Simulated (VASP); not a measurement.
Wanted: the native input for a VASP 6.6.1 run.

- Task: single point
- Functional: PBE
- Dispersion: D3(BJ)
- Potentials or basis: VASP PAW PBE potentials, release 64 (Bi_d, H)
- Cutoff: 520 eV
- k mesh: 6 × 6 × 4
- Occupations: gaussian, width 0.1 eV
- Spin: no spin polarisation
- Dipole correction: no
- Further INCAR settings: ALGO = Normal; EDIFF = 1e-06; NBANDS = 16

The structure of BiH2 lies in POSCAR:

```
BiH2
1.0
    3.4545000000      0.0000000000      0.0000000000
   -1.7272500000      2.9916847600      0.0000000000
    0.0000000000      0.0000000000      5.0818671600
Bi H
1 2
Direct
    0.0000000000      0.0000000000      0.0000000000
    0.3333333300      0.6666666700      0.7200045700
    0.6666666700      0.3333333300      0.2799954300
```

The input as run:

INCAR

```
ALGO = Normal ; EDIFF = 1E-6
ENCUT = 520 ; GGA = PE
ISIF = 2 ; ISMEAR = 0
IVDW = 12 ; LASPH = T
LCHARG = T ; LELF = T
LREAL = F ; LVHAR = T
LWAVE = F ; NBANDS = 16
NELM = 60 ; PREC = Accurate
SIGMA = 0.1
```

KPOINTS

```
k-points
0
Gamma
  6 6 4
```

Potentials or basis: VASP PAW PBE potentials, release 64 (Bi_d, H).

Command:

```console
$ cat potpaw_PBE.64/Bi_d/POTCAR potpaw_PBE.64/H/POTCAR > POTCAR
$ mpirun -np 1 vasp_std > vasp.out
```

It gave:

* Pressure: -1.6 GPa
* Largest force: 0.501 eV/Å
* Band gap on the k mesh: zero (an odd number of electrons rules out a gap without spin polarisation)
* Dispersion energy per atom: -0.161 eV

Caveat: the stress differs along the axes, from -7 to 1 GPa; spin-orbit coupling is left out, which moves the levels of the heavy elements.

Wall time 37 s on 1 thread of AMD EPYC 7R13, with other jobs on the host, peak memory 0.16 GiB.
